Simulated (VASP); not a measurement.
Set up this calculation in VASP 6.6.1, as the native input.

```yaml
Task: single point
Functional: PBE
Potentials_or_basis: VASP PAW PBE potentials, release 64 (Si, C)
Cutoff: 520 eV
k_mesh: 12 × 12 × 4
Occupations: gaussian, width 0.02 eV
Spin: no spin polarisation
Dipole_correction: no
Further_INCAR_settings: ALGO = Normal; EDIFF = 1e-07; NBANDS = 21
```

The structure of SiC lies in POSCAR:

```
SiC
1.0
    3.0968878403      0.0000000000      0.0000000000
   -1.5484439201      2.6819835424      0.0000000000
    0.0000000000      0.0000000000      7.5861119351
Si C
3 3
Direct
    0.0000000000      0.0000000000      0.0000021407
    0.3333333333      0.6666666667      0.3333354740
    0.6666666667      0.3333333333      0.6666688073
    0.0000000000      0.0000000000      0.2499978593
    0.3333333333      0.6666666667      0.5833311927
    0.6666666667      0.3333333333      0.9166645260
```

The input as run:

INCAR

```
PREC = Accurate
ENCUT = 520
EDIFF = 1E-7
ISMEAR = 0
SIGMA = 0.02
LREAL = False
LASPH = True
NELM = 60
ALGO = Normal
ISIF = 2
LWAVE = False
LCHARG = True
GGA = PE
LELF = True
LVHAR = True
NBANDS = 21
```

KPOINTS

```
regular mesh
0
Gamma
  12 12 4
```

Potentials or basis: VASP PAW PBE potentials, release 64 (Si, C).

Launch:

```bash
$ cat potpaw_PBE.64/Si/POTCAR potpaw_PBE.64/C/POTCAR > POTCAR
$ mpirun -np 1 vasp_std > vasp.out
```

Results of the run:

* Pressure: 0.0 GPa
* Band gap on the k mesh: 1.37 eV

Wall time 42 s on 1 thread of Intel(R) Xeon(R) 6975P-C (Granite Rapids) (shared host), peak memory 0.21 GiB.
